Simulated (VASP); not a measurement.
Input of a VASP 6.6.1 run:

The input INCAR:

```
SYSTEM = Ga
  ALGO = Fast
  EDIFF = 1E-7
  ENCUT = 520
  GGA = PE
  ISIF = 2
  ISMEAR = -1
  LASPH = .True.
  LCHARG = .False.
  LREAL = .False.
  LWAVE = .False.
  NBANDS = 12
  NELM = 60
  PREC = Accurate
  SIGMA = 0.05
```

KPOINTS

```
k-points
0
Gamma
  10 10 10
  0 0 0
```

POSCAR

```
Ga
1.0
    2.6982480413      0.0000000000      0.0000000000
    0.0000000000      2.6982480413      0.0000000000
    0.0000000000      0.0000000000      2.6982480413
Ga
1
Direct
    0.0000000000      0.0000000000      0.0000000000
```

Potentials or basis: VASP PAW PBE potentials, release 64 (Ga_d).

Launch:

```console
$ cat potpaw_PBE.64/Ga_d/POTCAR > POTCAR
$ mpirun -np 1 vasp_std > vasp.out
```

(1) Predict the pressure.

## Answers

(1) 1.1 GPa.
